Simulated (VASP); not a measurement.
# Fe (Fm-3m) in VASP: a series of runs

Runs on Fe. Level: PBE. Tasks: single point.

All numbers are computed with VASP 6.6.1; they aren't measurements. Logs are shortened: lines on timing, memory, paths and dates and some standing lists are left out, and cuts for length are marked.

**1. The cell of the first run**

It takes space group Fm-3m (No. 225, cubic). Conventional cell: a = 3.544 Å, b = 3.544 Å, c = 3.544 Å, α = 90.00°, β = 90.00°, γ = 90.00°. Fe (site symmetry m-3m) has 12 Fe at 2.51 Å within 3.3 Å.

**2. Single point, PBE, collinear spin, ferromagnetic start**

Contents of INCAR:

```
PREC = Accurate
ENCUT = 520
EDIFF = 1E-6
ISMEAR = -1
SIGMA = 0.1
LREAL = F
LASPH = T
NELM = 150
ALGO = Normal
ISIF = 2
LWAVE = F
LCHARG = F
ISPIN = 2
MAGMOM = 4
LORBIT = 11
LMAXMIX = 4
GGA = PE
NBANDS = 14
```

Contents of KPOINTS:

```
Automatic mesh
0
Gamma
  14 14 14
```

Contents of POSCAR:

```
Fe
1.0
    0.0000000000      1.7720000000      1.7720000000
    1.7720000000      0.0000000000      1.7720000000
    1.7720000000      1.7720000000      0.0000000000
Fe
1
Direct
    0.0000000000      0.0000000000      0.0000000000
```

Potentials or basis: VASP PAW PBE potentials, release 64 (Fe).

On the command line:

```sh
$ cat potpaw_PBE.64/Fe/POTCAR > POTCAR
$ mpirun -np 1 vasp_std > vasp.out
```

OUTCAR:

```text
PREC = Accurate
   ENCUT = 520
   EDIFF = 1E-6
   ISMEAR = -1
   LREAL = F
   LASPH = T
   NELM = 150
   ISIF = 2
   ISPIN = 2
   LORBIT = 11
   GGA = PE

 ion  position               nearest neighbor table
   1  0.000  0.000  0.000-

  LATTYP: Found a face centered cubic cell.
 ALAT       =     3.5440000000

  Lattice vectors:

 A1 = (   0.0000000000,   1.7720000000,   1.7720000000)
 A2 = (   1.7720000000,   0.0000000000,   1.7720000000)
 A3 = (   1.7720000000,   1.7720000000,   0.0000000000)

Analysis of symmetry for initial positions (statically):
=====================================================================
 Subroutine PRICEL returns:
 Original cell was already a primitive cell.

 Routine SETGRP: Setting up the symmetry group for a
 face centered cubic supercell.

 Subroutine GETGRP returns: Found 48 space group operations
 (whereof 48 operations were pure point group operations)
 out of a pool of 48 trial point group operations.

The static configuration has the point symmetry O_h .

Analysis of symmetry for dynamics (positions and initial velocities):
=====================================================================
 Subroutine PRICEL returns:
 Original cell was already a primitive cell.

 Routine SETGRP: Setting up the symmetry group for a
 face centered cubic supercell.

 Subroutine GETGRP returns: Found 48 space group operations
 (whereof 48 operations were pure point group operations)
 out of a pool of 48 trial point group operations.

The dynamic configuration has the point symmetry O_h .

Analysis of structural, dynamic, and magnetic symmetry:
=====================================================================
 Subroutine PRICEL returns:
 Original cell was already a primitive cell.

 Routine SETGRP: Setting up the symmetry group for a
 face centered cubic supercell.

 Subroutine GETGRP returns: Found 48 space group operations
 (whereof 48 operations were pure point group operations)
 out of a pool of 48 trial point group operations.

The overall configuration has the point symmetry O_h .

 Subroutine INISYM returns: Found 48 space group operations
 (whereof 48 operations are pure point group operations),
 and found     1 'primitive' translations

----------------------------------------------------------------------------------------

                                     Primitive cell

  volume of cell :      11.1281

  direct lattice vectors                    reciprocal lattice vectors
     0.000000000  1.772000000  1.772000000    -0.282167043  0.282167043  0.282167043
     1.772000000  0.000000000  1.772000000     0.282167043 -0.282167043  0.282167043
     1.772000000  1.772000000  0.000000000     0.282167043  0.282167043 -0.282167043

  length of vectors
     2.505986433  2.505986433  2.505986433     0.488727655  0.488727655  0.488727655

  position of ions in fractional coordinates (direct lattice)
     0.000000000  0.000000000  0.000000000

  ion indices of the primitive-cell ions
   primitive index   ion index
                 1           1

----------------------------------------------------------------------------------------

 KPOINTS: Automatic mesh

Automatic generation of k-mesh.
 Grid dimensions read from file:
 generate k-points for:   14   14   14

 Generating k-lattice:

  Cartesian coordinates                     Fractional coordinates (reciprocal lattice)
    -0.020154789  0.020154789  0.020154789     0.071428571  0.000000000  0.000000000
     0.020154789 -0.020154789  0.020154789     0.000000000  0.071428571  0.000000000
     0.020154789  0.020154789 -0.020154789     0.000000000  0.000000000  0.071428571

  Length of vectors
     0.034909118  0.034909118  0.034909118

  Shift w.r.t. Gamma in fractional coordinates (k-lattice)
     0.000000000  0.000000000  0.000000000

 Subroutine IBZKPT returns following result:
 ===========================================

 Found    104 irreducible k-points:

 Following reciprocal coordinates:
            Coordinates               Weight
  0.000000  0.000000  0.000000      1.000000
  0.071429  0.000000  0.000000      8.000000
  0.142857  0.000000  0.000000      8.000000
  0.214286  0.000000  0.000000      8.000000
  0.285714  0.000000  0.000000      8.000000
  0.357143  0.000000  0.000000      8.000000
[... 16 lines left out ...]
  0.214286  0.142857  0.000000     24.000000
  0.285714  0.142857  0.000000     24.000000
 [... further k-points ...]
   k-points           NKPTS =    104   k-points in BZ     NKDIM =    104   number of bands    NBANDS=     14
   number of dos      NEDOS =    301   number of ions     NIONS =      1
   total plane-waves  NPLWV =   8000
   dimension x,y,z NGX =    20 NGY =   20 NGZ =   20
   dimension x,y,z NGXF=    40 NGYF=   40 NGZF=   40
   ions per type =               1
   NGX,Y,Z   is equivalent  to a cutoff of  13.27, 13.27, 13.27 a.u.
   NGXF,Y,Z  is equivalent  to a cutoff of  26.54, 26.54, 26.54 a.u.
 SYSTEM =  unknown system
   PREC   = accura    normal or accurate (medium, high low for compatibility)
   ISTART =      0    job   : 0-new  1-cont  2-samecut
   ICHARG =      2    charge: 1-file 2-atom 10-const
   ISPIN  =      2    spin polarized calculation?
   LNONCOLLINEAR =      F non collinear calculations
   LSORBIT =      F    spin-orbit coupling
   LASPH  =      T    aspherical Exc in radial PAW
   ENCUT  =  520.0 eV  38.22 Ry    6.18 a.u.   4.66  4.66  4.66*2*pi/ulx,y,z
   NELM   =    150;   NELMIN=  2; NELMDL= -5     # of ELM steps
   EDIFF  = 0.1E-05   stopping-criterion for ELM
   LREAL  =      F    real-space projection
[... 7 lines left out ...]
   TEBEG  =    0.0;   TEEND  =   0.0 temperature during run
   PSTRESS=    0.0 pullay stress
   NELECT =       8.0000    total number of electrons
   NUPDOWN=      -1.0000    fix difference up-down
   EMIN   =  10.00;   EMAX   =-10.00  energy-range for DOS
   EFERMI =   0.00;   METHOD = LEGACY
   ISMEAR =    -1;   SIGMA  =   0.10  broadening in eV -4-tet -1-fermi 0-gaus
   EFERMI_NEDOS =   21; number of points for ismear=-14 and -15
   IALGO  =     38    algorithm
   IMIX   =      4    mixing-type and parameters
     AMIX     =   0.40;   BMIX     =  1.00
     AMIX_MAG =   1.60;   BMIX_MAG =  1.00
  volume/ion in A,a.u.               =      11.13        75.10
  Fermi-wavevector in a.u.,A,eV,Ry     =   1.466553  2.771383 29.263109  2.150778
  Thomas-Fermi vector in A             =   2.582277
   LORBIT       =     11    0 simple, 1 ext, 2 COOP (PROOUT), +10 PAW based schemes
   GGA     = PE    functional components
   LHFCALC =     F    Hartree Fock is set to
   AEXX    =    0.0000 exact exchange contribution
   IVDW    =     0    specifies the selected vdW correction
   LEPSILON=     F    determine dielectric tensor
   LRPA    =     F    only Hartree local field effects (RPA)
 spin polarized calculation
  energy-cutoff  :      520.00
  volume of cell :       11.13
 maximum number of plane-waves:       310
   NGX =  9   NGY =  9   NGZ =  9

 number of electron       7.9999994 magnetization       1.3201319

 Free energy of the ion-electron system (eV)
  ---------------------------------------------------
  ext. energy  EPLUGINS =         0.00000000
  ---------------------------------------------------
  free energy    TOTEN  =        -8.10248221 eV

  energy without entropy =       -8.04373216  energy(sigma->0) =       -8.07310719

 E-fermi :   6.0096     XC(G=0): -13.2632

 val. band max:        5.9924232657   @ k =  -0.4286   0.4286   0.0714
 cond. band min:       6.0173462208   @ k =  -0.3571   0.2143   0.0000
 fundamental gap:      0.0249229551
 Fermi energy:         6.0095970411

 spin component 1

 k-point     1 :       0.0000    0.0000    0.0000
  band No.  band energies     occupation
      1      -2.5075      1.00000
      2       4.0794      1.00000
      3       4.0794      1.00000
      4       4.0794      1.00000
      5       5.0430      0.99994
      6       5.0430      0.99994
      7      28.6282      0.00000
      8      33.2906      0.00000
      9      33.2907      0.00000
     10      33.2907      0.00000
     11      36.4746      0.00000
     12      36.4746      0.00000
     13      36.4746      0.00000
     14      38.6648      0.00000
[... 375 lines left out ...]
 k-point    24 :       0.2857    0.1429    0.0000
  band No.  band energies     occupation
      1       0.0891      1.00000
      2       3.2396      1.00000
      3       4.0760      1.00000
      4       4.5665      1.00000
      5       5.3111      0.99908
      6       5.5935      0.98464
      7      22.1659      0.00000
      8      27.3470      0.00000
      9      27.5203      0.00000
     10      30.6684      0.00000
     11      36.4440      0.00000
     12      38.7632      0.00000
     13      40.7046      0.00000
     14      43.1079      0.00000

 [... further k-points ...]

 spin component 2

 k-point     1 :       0.0000    0.0000    0.0000
  band No.  band energies     occupation
      1      -2.3865      1.00000
      2       5.0780      0.99991
      3       5.0780      0.99991
      4       5.0780      0.99991
      5       6.9326      0.00010
      6       6.9326      0.00010
      7      28.4111      0.00000
      8      33.5858      0.00000
      9      33.5858      0.00000
     10      33.5858      0.00000
     11      36.7693      0.00000
     12      36.7693      0.00000
     13      36.7694      0.00000
     14      38.2474      0.00000
[... 375 lines left out ...]
 k-point    24 :       0.2857    0.1429    0.0000
  band No.  band energies     occupation
      1       0.2797      1.00000
      2       4.1194      1.00000
      3       5.4705      0.99547
      4       5.7678      0.91817
      5       6.6369      0.00188
      6       7.3299      0.00000
      7      22.5240      0.00000
      8      27.4221      0.00000
      9      27.9040      0.00000
     10      30.9271      0.00000
     11      36.9659      0.00000
     12      38.8907      0.00000
     13      40.8698      0.00000
     14      43.2303      0.00000

 [... further k-points ...]

------------------------ aborting loop because EDIFF is reached ----------------------------------------

  FORCE on cell =-STRESS in cart. coord.  units (eV):
  Direction    XX          YY          ZZ          XY          YZ          ZX
  --------------------------------------------------------------------------------------
  -------------------------------------------------------------------------------------
  Total       -0.5847726     -0.5847726     -0.5847726     -0.0000000      0.0000000      0.0000000
  in kB      -84.1930935    -84.1930935    -84.1930935     -0.0000000      0.0000000      0.0000000
  external PRESSURE =     -84.1930935 kB  Pullay stress =       0.0000000 kB

 VOLUME and BASIS-vectors are now :
 -----------------------------------------------------------------------------
  energy-cutoff  :      520.00
  volume of cell :       11.13
      direct lattice vectors                 reciprocal lattice vectors
     0.000000000  1.772000000  1.772000000    -0.282167043  0.282167043  0.282167043
     1.772000000  0.000000000  1.772000000     0.282167043 -0.282167043  0.282167043
     1.772000000  1.772000000  0.000000000     0.282167043  0.282167043 -0.282167043

 POSITION                                       TOTAL-FORCE (eV/Angst)
 -----------------------------------------------------------------------------------
      0.00000      0.00000      0.00000         0.000000     -0.000000     -0.000000
 -----------------------------------------------------------------------------------
    total drift:                                0.000000      0.000000      0.000000

  FREE ENERGIE OF THE ION-ELECTRON SYSTEM (eV)
  ---------------------------------------------------
  free  energy   TOTEN  =        -8.1024822136 eV

  energy  without entropy=       -8.0437321623  energy(sigma->0) =       -8.07310719

 total charge

# of ion       s       p       d       tot
------------------------------------------
    1        0.498   0.555   6.254   7.307

 magnetization (x)

# of ion       s       p       d       tot
------------------------------------------
    1       -0.009  -0.027   1.348   1.312
```

Wall time 40 s (1 thread of Intel Xeon Platinum 8259CL at 2.50GHz (Skylake/Cascade Lake), shared host); peak memory 0.15 GiB.

Results:

```
Free energy                                           : -8.1025 eV
Pressure                                              : -8.4 GPa
Net moment                                            : 1.32 μB per cell
Site moments                                          : Fe +1.31 μB
Valence electrons inside the program's atomic spheres : Fe 7.31
```

Caveat: the moment fell far below its start of 4 μB, so a state of higher moment may lie lower in energy.

**3. Single point, PBE, collinear spin, ferromagnetic start**

Contents of INCAR:

```
SYSTEM = Fe
PREC = Accurate
ENCUT = 520
EDIFF = 1E-6
ISMEAR = -1
SIGMA = 0.1
LREAL = .False.
LASPH = .True.
NELM = 150
ALGO = Normal
ISIF = 2
LWAVE = .False.
LCHARG = .False.
ISPIN = 2
MAGMOM = 4
LORBIT = 11
LMAXMIX = 4
GGA = PE
NBANDS = 14
```

Contents of KPOINTS:

```
Automatic mesh
0
Gamma
  14 14 14
  0 0 0
```

POSCAR is that of step 2.

Potentials or basis: VASP PAW PBE potentials, release 64 (Fe).

On the command line:

```sh
$ cat potpaw_PBE.64/Fe/POTCAR > POTCAR
$ mpirun -np 1 vasp_std > vasp.out
```

Wall time 44 s (1 thread of Intel Xeon Platinum 8259CL at 2.50GHz (Skylake/Cascade Lake), shared host); peak memory 0.15 GiB.

The run converged. Its results:

```yaml
Free_energy: -8.1025 eV
Pressure: -8.4 GPa
Net_moment: 1.32 μB per cell
Site_moments: Fe +1.31 μB
Valence_electrons_inside_the_program's_atomic_spheres: Fe 7.31
```

Levels at points of the mesh, in eV from the Fermi level:
Spin up:
| k point | band 1 | band 2 | band 3 | band 4 | band 5 | band 6 | band 7 | band 8 | band 9 | band 10 |
| --- | --- | --- | --- | --- | --- | --- | --- | --- | --- | --- |
| (0.00, 0.00, 0.00) | -8.52 | -1.93 | -1.93 | -1.93 | -0.97 | -0.97 | 22.62 | 27.28 | 27.28 | 27.28 |
| (0.50, 0.00, 0.00) | -4.73 | -2.22 | -2.22 | 0.07 | 0.19 | 0.19 | 7.16 | 21.21 | 25.23 | 25.23 |
| (0.50, 0.50, 0.00) | -5.00 | -4.13 | -0.09 | 0.57 | 0.57 | 2.90 | 10.35 | 15.14 | 15.14 | 20.27 |
Spin down:
| k point | band 1 | band 2 | band 3 | band 4 | band 5 | band 6 | band 7 | band 8 |
| --- | --- | --- | --- | --- | --- | --- | --- | --- |
| (0.00, 0.00, 0.00) | -8.40 | -0.93 | -0.93 | -0.93 | 0.92 | 0.92 | 22.40 | 27.58 |
| (0.50, 0.00, 0.00) | -4.12 | -0.81 | -0.81 | 0.15 | 1.67 | 1.67 | 7.89 | 21.01 |
| (0.50, 0.50, 0.00) | -3.86 | -3.34 | 1.72 | 1.72 | 1.89 | 3.02 | 11.29 | 15.40 |

Caveat: the moment fell far below its start of 4 μB, so a state of higher moment may lie lower in energy.

(Continued in part 2 of 2.)
